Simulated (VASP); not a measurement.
# LaNb4O (F-43m) in VASP: notebook

Runs on LaNb4O. Level: PBE. Tasks: single point, relaxation of cell and atoms.

Everything below comes from runs of VASP 6.6.1. Logs are shortened: lines on timing, memory, paths and dates and some standing lists are left out, and cuts for length are marked.

## Step 1: The cell of the first run

It takes space group F-43m (No. 216, cubic). The conventional cell has a = 7.937 Å, b = 7.937 Å, c = 7.937 Å, α = 90.00°, β = 90.00°, γ = 90.00°. Within 4.3 Å of La (site symmetry -43m) lie 12 Nb at 3.28 Å and 4 O at 3.44 Å. Nb (site symmetry 3m) has 6 Nb at 2.71 to 2.90 Å and 3 La at 3.28 Å and 3 O at 3.30 Å within 3.6 Å. Within 4.3 Å of O (site symmetry -43m) lie 12 Nb at 3.30 Å and 4 La at 3.44 Å.

## Step 2: Single point, PBE

INCAR

```
SYSTEM = LaNb4O
PREC = Accurate
ENCUT = 520
EDIFF = 1E-7
ISMEAR = 0
SIGMA = 0.1
LREAL = .False.
LASPH = .True.
NELM = 100
ALGO = Normal
ISIF = 2
LWAVE = .False.
LCHARG = .True.
GGA = PE
LELF = .True.
LVHAR = .True.
NBANDS = 44
```

KPOINTS

```
regular mesh
0
Gamma
  8 8 8
  0 0 0
```

POSCAR

```
LaNb4O
1.0
    0.0000000000      3.9685504611      3.9685504611
    3.9685504611      0.0000000000      3.9685504611
    3.9685504611      3.9685504611      0.0000000000
La Nb O
1 4 1
Direct
    0.2500000000      0.2500000000      0.2500000000
    0.6207280393      0.6207280393      0.6207280393
    0.6207280393      0.6207280393      0.1378158822
    0.6207280393      0.1378158822      0.6207280393
    0.1378158822      0.6207280393      0.6207280393
    0.0000000000      0.0000000000      0.0000000000
```

Potentials or basis: VASP PAW PBE potentials, release 64 (La, Nb_sv, O).

Launch:

```bash
cat potpaw_PBE.64/La/POTCAR potpaw_PBE.64/Nb_sv/POTCAR potpaw_PBE.64/O/POTCAR > POTCAR
mpirun -np 1 vasp_std > vasp.out
```

OUTCAR:

```text
SYSTEM = LaNb4O
   PREC = Accurate
   ENCUT = 520
   EDIFF = 1E-7
   ISMEAR = 0
   LREAL = .False.
   LASPH = .True.
   NELM = 100
   ISIF = 2
   GGA = PE

 ion  position               nearest neighbor table
   1  0.250  0.250  0.250-   4 3.28   5 3.28   3 3.28   5 3.28   3 3.28   4 3.28   2 3.28   2 3.28
                             2 3.28   3 3.28   4 3.28   5 3.28
   2  0.621  0.621  0.621-   3 2.71   4 2.71   5 2.71   5 2.90   4 2.90   3 2.90   1 3.28   1 3.28
                             1 3.28
   3  0.621  0.621  0.138-   2 2.71   4 2.71   5 2.71   4 2.90   5 2.90   2 2.90   1 3.28   1 3.28
                             1 3.28
   4  0.621  0.138  0.621-   2 2.71   3 2.71   5 2.71   5 2.90   3 2.90   2 2.90   1 3.28   1 3.28
                             1 3.28
   5  0.138  0.621  0.621-   2 2.71   3 2.71   4 2.71   4 2.90   3 2.90   2 2.90   1 3.28   1 3.28
                             1 3.28
   6  0.000  0.000  0.000-

  LATTYP: Found a face centered cubic cell.
 ALAT       =     7.9371009222

  Lattice vectors:

 A1 = (   0.0000000000,   3.9685504611,   3.9685504611)
 A2 = (   3.9685504611,   0.0000000000,   3.9685504611)
 A3 = (   3.9685504611,   3.9685504611,   0.0000000000)

Analysis of symmetry for initial positions (statically):
=====================================================================
 Subroutine PRICEL returns:
 Original cell was already a primitive cell.

 Routine SETGRP: Setting up the symmetry group for a
 face centered cubic supercell.

 Subroutine GETGRP returns: Found 24 space group operations
 (whereof 24 operations were pure point group operations)
 out of a pool of 48 trial point group operations.

The static configuration has the point symmetry T_d .

Analysis of symmetry for dynamics (positions and initial velocities):
=====================================================================
 Subroutine PRICEL returns:
 Original cell was already a primitive cell.

 Routine SETGRP: Setting up the symmetry group for a
 face centered cubic supercell.

 Subroutine GETGRP returns: Found 24 space group operations
 (whereof 24 operations were pure point group operations)
 out of a pool of 48 trial point group operations.

The dynamic configuration has the point symmetry T_d .

 Subroutine INISYM returns: Found 24 space group operations
 (whereof 24 operations are pure point group operations),
 and found     1 'primitive' translations

----------------------------------------------------------------------------------------

                                     Primitive cell

  volume of cell :     125.0045

  direct lattice vectors                    reciprocal lattice vectors
     0.000000000  3.968550461  3.968550461    -0.125990586  0.125990586  0.125990586
     3.968550461  0.000000000  3.968550461     0.125990586 -0.125990586  0.125990586
     3.968550461  3.968550461  0.000000000     0.125990586  0.125990586 -0.125990586

  length of vectors
     5.612377885  5.612377885  5.612377885     0.218222097  0.218222097  0.218222097

  position of ions in fractional coordinates (direct lattice)
     0.250000000  0.250000000  0.250000000
     0.620728039  0.620728039  0.620728039
     0.620728039  0.620728039  0.137815882
     0.620728039  0.137815882  0.620728039
     0.137815882  0.620728039  0.620728039
     0.000000000  0.000000000  0.000000000

  ion indices of the primitive-cell ions
   primitive index   ion index
                 1           1
                 2           2
                 3           3
                 4           4
                 5           5
                 6           6

----------------------------------------------------------------------------------------

 KPOINTS: regular mesh

Automatic generation of k-mesh.
 Grid dimensions read from file:
 generate k-points for:    8    8    8

 Generating k-lattice:

  Cartesian coordinates                     Fractional coordinates (reciprocal lattice)
    -0.015748823  0.015748823  0.015748823     0.125000000  0.000000000  0.000000000
     0.015748823 -0.015748823  0.015748823     0.000000000  0.125000000  0.000000000
     0.015748823  0.015748823 -0.015748823     0.000000000  0.000000000  0.125000000

  Length of vectors
     0.027277762  0.027277762  0.027277762

  Shift w.r.t. Gamma in fractional coordinates (k-lattice)
     0.000000000  0.000000000  0.000000000

 Subroutine IBZKPT returns following result:
 ===========================================

 Found     29 irreducible k-points:

 Following reciprocal coordinates:
            Coordinates               Weight
  0.000000  0.000000  0.000000      1.000000
  0.125000  0.000000  0.000000      8.000000
  0.250000  0.000000  0.000000      8.000000
  0.375000  0.000000  0.000000      8.000000
  0.500000  0.000000  0.000000      4.000000
  0.125000  0.125000  0.000000      6.000000
[... 16 lines left out ...]
  0.500000  0.250000  0.125000     48.000000
 -0.375000  0.250000  0.125000     24.000000
 [... further k-points ...]
   k-points           NKPTS =     29   k-points in BZ     NKDIM =     29   number of bands    NBANDS=     44
   number of dos      NEDOS =    301   number of ions     NIONS =      6
   total plane-waves  NPLWV =  74088
   dimension x,y,z NGX =    42 NGY =   42 NGZ =   42
   dimension x,y,z NGXF=    84 NGYF=   84 NGZF=   84
   ions per type =               1   4   1
   NGX,Y,Z   is equivalent  to a cutoff of  12.44, 12.44, 12.44 a.u.
   NGXF,Y,Z  is equivalent  to a cutoff of  24.88, 24.88, 24.88 a.u.
 SYSTEM =  LaNb4O
   PREC   = accura    normal or accurate (medium, high low for compatibility)
   ISTART =      0    job   : 0-new  1-cont  2-samecut
   ICHARG =      2    charge: 1-file 2-atom 10-const
   ISPIN  =      1    spin polarized calculation?
   LNONCOLLINEAR =      F non collinear calculations
   LSORBIT =      F    spin-orbit coupling
   LASPH  =      T    aspherical Exc in radial PAW
   ENCUT  =  520.0 eV  38.22 Ry    6.18 a.u.  10.44 10.44 10.44*2*pi/ulx,y,z
   NELM   =    100;   NELMIN=  2; NELMDL= -5     # of ELM steps
   EDIFF  = 0.1E-06   stopping-criterion for ELM
   LREAL  =      F    real-space projection
   EDIFFG = 0.1E-05   stopping-criterion for IOM
   NSW    =      0    number of steps for IOM
   IBRION =     -1    ionic relax: 0-MD 1-quasi-New 2-CG
   NFREE  =      0    steps in history (QN), initial steepest desc. (CG)
   ISIF   =      2    stress and relaxation
   ISYM   =      2    0-nonsym 1-usesym 2-fastsym
   POTIM  = 0.5000    time-step for ionic-motion
   TEBEG  =    0.0;   TEEND  =   0.0 temperature during run
   PSTRESS=    0.0 pullay stress
   NELECT =      69.0000    total number of electrons
   NUPDOWN=      -1.0000    fix difference up-down
   EMIN   =  10.00;   EMAX   =-10.00  energy-range for DOS
   EFERMI =   0.00;   METHOD = LEGACY
   ISMEAR =     0;   SIGMA  =   0.10  broadening in eV -4-tet -1-fermi 0-gaus
   EFERMI_NEDOS =   21; number of points for ismear=-14 and -15
   IALGO  =     38    algorithm
   IMIX   =      4    mixing-type and parameters
     AMIX     =   0.40;   BMIX     =  1.00
     AMIX_MAG =   1.60;   BMIX_MAG =  1.00
  volume/ion in A,a.u.               =      20.83       140.60
  Fermi-wavevector in a.u.,A,eV,Ry     =   1.342917  2.537746 24.537115  1.803427
  Thomas-Fermi vector in A             =   2.471033
   LORBIT       =      0    0 simple, 1 ext, 2 COOP (PROOUT), +10 PAW based schemes
   GGA     = PE    functional components
   LHFCALC =     F    Hartree Fock is set to
   AEXX    =    0.0000 exact exchange contribution
   IVDW    =     0    specifies the selected vdW correction
   LEPSILON=     F    determine dielectric tensor
   LRPA    =     F    only Hartree local field effects (RPA)
 non-spin polarized calculation
 Gauss-broadening in eV      SIGMA  =   0.10
  energy-cutoff  :      520.00
  volume of cell :      125.00
 maximum number of plane-waves:      3383
 NGX is ok and might be reduce to    42
   NGX = 21   NGY = 21   NGZ = 21

 number of electron      69.0000004 magnetization

 Free energy of the ion-electron system (eV)
  ---------------------------------------------------
  ext. energy  EPLUGINS =         0.00000000
  ---------------------------------------------------
  free energy    TOTEN  =       -46.17672419 eV

  energy without entropy =      -46.13875568  energy(sigma->0) =      -46.15773994

 E-fermi :   8.6154     XC(G=0): -11.1131

 val. band max:        8.6021994535   @ k =   0.5000   0.2500   0.1250
 cond. band min:       8.6192267917   @ k =  -0.3750   0.3750   0.1250
 fundamental gap:      0.0170273382
 Fermi energy:         8.6154204215

 k-point     1 :       0.0000    0.0000    0.0000
  band No.  band energies     occupation
      1     -46.1021      2.00000
      2     -45.8231      2.00000
      3     -45.8231      2.00000
      4     -45.8231      2.00000
      5     -23.2023      2.00000
      6     -23.0695      2.00000
[... 36 lines left out ...]
     43      11.4495      0.00000
     44      11.4743      0.00000

 k-point     2 :       0.1250    0.0000    0.0000
  band No.  band energies     occupation
      1     -46.0955      2.00000
      2     -45.8301      2.00000
      3     -45.8231      2.00000
      4     -45.8231      2.00000
      5     -23.1788      2.00000
      6     -23.0659      2.00000
[... 36 lines left out ...]
     43      11.2429      0.00000
     44      11.2988      0.00000

 k-point     3 :       0.2500    0.0000    0.0000
  band No.  band energies     occupation
      1     -46.0778      2.00000
      2     -45.8488      2.00000
      3     -45.8232      2.00000
      4     -45.8232      2.00000
      5     -23.1542      2.00000
      6     -23.0184      2.00000
[... 36 lines left out ...]
     43      10.9734      0.00000
     44      11.2356      0.00000

 k-point     4 :       0.3750    0.0000    0.0000
  band No.  band energies     occupation
      1     -46.0568      2.00000
      2     -45.8708      2.00000
      3     -45.8233      2.00000
      4     -45.8233      2.00000
      5     -23.1599      2.00000
      6     -22.9315      2.00000
[... 882 lines left out ...]
     43      10.9384      0.00000
     44      11.1922      0.00000

 k-point    23 :       0.5000    0.2500    0.1250
  band No.  band energies     occupation
      1     -46.0427      2.00000
      2     -45.8853      2.00000
      3     -45.8234      2.00000
      4     -45.8233      2.00000
      5     -23.1680      2.00000
      6     -22.8469      2.00000
[... 36 lines left out ...]
     43      10.7588      0.00000
     44      10.8939      0.00000

 k-point    24 :      -0.3750    0.2500    0.1250
  band No.  band energies     occupation
      1     -46.0327      2.00000
      2     -45.8956      2.00000
      3     -45.8234      2.00000
      4     -45.8234      2.00000
      5     -23.1721      2.00000
      6     -22.8011      2.00000
[... 36 lines left out ...]
     43      10.7140      0.00000
     44      10.7460      0.00000

 [... further k-points ...]
[... 5 lines left out ...]
  --------------------------------------------------------------------------------------
  -------------------------------------------------------------------------------------
  Total       -0.0943049     -0.0943049     -0.0943049      0.0000000     -0.0000000      0.0000000
  in kB       -1.2087012     -1.2087012     -1.2087012      0.0000000     -0.0000000      0.0000000
  external PRESSURE =      -1.2087012 kB  Pullay stress =       0.0000000 kB

 VOLUME and BASIS-vectors are now :
 -----------------------------------------------------------------------------
  energy-cutoff  :      520.00
  volume of cell :      125.00
      direct lattice vectors                 reciprocal lattice vectors
     0.000000000  3.968550461  3.968550461    -0.125990586  0.125990586  0.125990586
     3.968550461  0.000000000  3.968550461     0.125990586 -0.125990586  0.125990586
     3.968550461  3.968550461  0.000000000     0.125990586  0.125990586 -0.125990586

 POSITION                                       TOTAL-FORCE (eV/Angst)
 -----------------------------------------------------------------------------------
      1.98428      1.98428      1.98428        -0.000000     -0.000000     -0.000000
      4.92678      4.92678      4.92678        -0.003016     -0.003016     -0.003016
      3.01032      3.01032      4.92678         0.003016      0.003016     -0.003016
      3.01032      4.92678      3.01032         0.003016     -0.003016      0.003016
      4.92678      3.01032      3.01032        -0.003016      0.003016      0.003016
      0.00000      0.00000      0.00000         0.000000     -0.000000     -0.000000
 -----------------------------------------------------------------------------------
    total drift:                               -0.000002     -0.000002     -0.000002

  FREE ENERGIE OF THE ION-ELECTRON SYSTEM (eV)
  ---------------------------------------------------
  free  energy   TOTEN  =       -46.1767241938 eV

  energy  without entropy=      -46.1387556826  energy(sigma->0) =      -46.15773994
```

Run time: 2.7 min. Hardware: 1 thread of Intel Xeon 6975P-C (Granite Rapids), shared host; peak memory 0.35 GiB.

What came out:

```yaml
Free_energy: -46.1767 eV
Pressure: -0.1 GPa
Largest_force: 0.005 eV/Å
```

Forces in eV/Å, atoms in the order of the input:
```
La   0.000  0.000  0.000
Nb  -0.003 -0.003 -0.003
Nb   0.003  0.003 -0.003
Nb   0.003 -0.003  0.003
Nb  -0.003  0.003  0.003
O    0.000  0.000  0.000
```

Caveat: spin-orbit coupling is left out, which moves the levels of the heavy elements; an odd number of electrons without spin polarisation forces a metal; a magnetic or distorted state may lie lower.

## Step 3: Relaxation of cell and atoms, PBE

This run uses another cell than the first one, of 20.91 Å³/atom, 1.004 times its volume.

INCAR

```
SYSTEM = LaNb4O
ALGO = Normal
EDIFF = 1E-6
EDIFFG = -0.01
ENCUT = 600
GGA = PE
IBRION = 2
ISIF = 3
ISMEAR = 0
LASPH = .TRUE.
LCHARG = .FALSE.
LREAL = .FALSE.
LWAVE = .FALSE.
NELM = 80
NSW = 100
PREC = Accurate
SIGMA = 0.1
```

KPOINTS

```
k-points
0
G
  8 8 8
  0 0 0
```

POSCAR

```
LaNb4O
1.0
    0.0000000000      3.9733561398      3.9733561398
    3.9733561398      0.0000000000      3.9733561398
    3.9733561398      3.9733561398      0.0000000000
La Nb O
1 4 1
Direct
    0.2500000000      0.2500000000      0.2500000000
    0.6207260129      0.6207260129      0.6207260129
    0.6207260129      0.6207260129      0.1378219612
    0.6207260129      0.1378219612      0.6207260129
    0.1378219612      0.6207260129      0.6207260129
    0.0000000000      0.0000000000      0.0000000000
```

Potentials or basis: VASP PAW PBE potentials, release 64 (La, Nb_sv, O).

Launch:

```bash
cat potpaw_PBE.64/La/POTCAR potpaw_PBE.64/Nb_sv/POTCAR potpaw_PBE.64/O/POTCAR > POTCAR
mpirun -np 1 vasp_std > vasp.out
```

Wall time 6.3 min (1 thread of Intel Xeon 6975P-C (Granite Rapids), shared host); peak memory 0.47 GiB.

The run converged. Its results:

- Free energy: -46.1789 eV
- Relaxed volume: 20.81 Å³/atom
- Relaxed cell: a = 5.610 Å, b = 5.610 Å, c = 5.610 Å, α = 60.00°, β = 60.00°, γ = 60.00°
- Space group after relaxing (to 0.05 Å): F-43m (No. 216)
- Energy gained by relaxing: 0.1 meV/atom
- Ionic steps: 3
- Pressure after relaxing: 0.0 GPa
- Largest force after relaxing: 0.005 eV/Å

Forces in eV/Å, atoms in the order of the input:
```
La   0.000  0.000  0.000
Nb   0.003  0.003  0.003
Nb  -0.003 -0.003  0.003
Nb  -0.003  0.003 -0.003
Nb   0.003 -0.003 -0.003
O    0.000  0.000  0.000
```

The path:
```csv
step,energy change (eV),largest force (eV/Å),pressure (GPa),volume (Å³)
1,0.0000,0.0202,-0.45,125.46
2,-0.0003,0.0265,0.35,124.40
3,-0.0008,0.0054,0.00,124.87
```

Final structure:
```cif
data_structure
_symmetry_space_group_name_H-M 'P 1'
_symmetry_Int_Tables_number 1
_cell_length_a 5.6103
_cell_length_b 5.6103
_cell_length_c 5.6103
_cell_angle_alpha 60.000
_cell_angle_beta 60.000
_cell_angle_gamma 60.000
_cell_volume 124.87
loop_
_atom_site_label
_atom_site_type_symbol
_atom_site_fract_x
_atom_site_fract_y
_atom_site_fract_z
_atom_site_occupancy
La1 La 0.25000 0.25000 0.25000 1
Nb1 Nb 0.62069 0.62069 0.62069 1
Nb2 Nb 0.62069 0.62069 0.13794 1
Nb3 Nb 0.62069 0.13794 0.62069 1
Nb4 Nb 0.13794 0.62069 0.62069 1
O1 O 0.00000 0.00000 0.00000 1
```

Levels at points of the mesh, in eV from the Fermi level:
| k point | band 32 | band 33 | band 34 | band 35 | band 36 | band 37 |
| --- | --- | --- | --- | --- | --- | --- |
| (0.00, 0.00, 0.00) | -0.18 | -0.18 | -0.18 | 1.41 | 1.41 | 1.73 |
| (0.50, 0.00, 0.00) | -0.68 | -0.14 | -0.14 | -0.02 | 0.21 | 0.24 |
| (0.50, 0.50, 0.00) | -0.52 | -0.31 | -0.08 | 0.17 | 0.17 | 0.31 |

Caveat: spin-orbit coupling is left out, which moves the levels of the heavy elements; an odd number of electrons without spin polarisation forces a metal; a magnetic or distorted state may lie lower.
